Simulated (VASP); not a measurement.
Wanted: the native input for a VASP 6.6.1 run.

```yaml
Task: single point
Functional: PBE exchange alone
Potentials_or_basis: VASP PAW PBE potentials, release 64 (Ag)
Cutoff: 520 eV
k_mesh: 11 × 11 × 11
Occupations: methfessel-paxton, width 0.15 eV
Spin: non-collinear spin, zero start, spin-orbit coupling
Starting_moments: "[[0.0, 0.0, 0.0]] μB"
Dipole_correction: no
Further_INCAR_settings: ALGO = Fast; EDIFF = 1e-06; NBANDS = 22
```

The structure of Ag lies in POSCAR:

```
Ag
1.0
    0.0000000000      1.9335133273      1.9335133273
    1.9335133273      0.0000000000      1.9335133273
    1.9335133273      1.9335133273      0.0000000000
Ag
1
Direct
    0.0000000000      0.0000000000      0.0000000000
```

One way to write it, as run:

INCAR

```
PREC = Accurate
ENCUT = 520
EDIFF = 1E-6
ISMEAR = 1
SIGMA = 0.15
LREAL = F
LASPH = T
NELM = 150
ALGO = Fast
ISIF = 2
LWAVE = F
LCHARG = T
LNONCOLLINEAR = T
MAGMOM = 0 0 0
LORBIT = 11
LSORBIT = T
GGA_COMPAT = F
LORBMOM = T
LMAXMIX = 4
GGA = PE
ALDAC = 0.0
AGGAC = 0.0
LVHAR = T
NBANDS = 22
```

KPOINTS

```
regular mesh
0
Gamma
  11 11 11
```

Potentials or basis: VASP PAW PBE potentials, release 64 (Ag).

Launch:

```bash
$ cat potpaw_PBE.64/Ag/POTCAR > POTCAR
$ mpirun -np 1 vasp_ncl > vasp.out
```

Results of the run:

| Item | Value |
| --- | --- |
| Pressure | 60.1 GPa |
| Net moment | 0.00 μB per cell |
| Valence electrons inside the program's atomic spheres | Ag 10.12 |

Caveat: the cell stands under pressure.

Wall time 41 s on 1 thread of Intel(R) Xeon(R) Platinum 8488C (Sapphire Rapids), with other jobs on the host, peak memory 0.17 GiB.
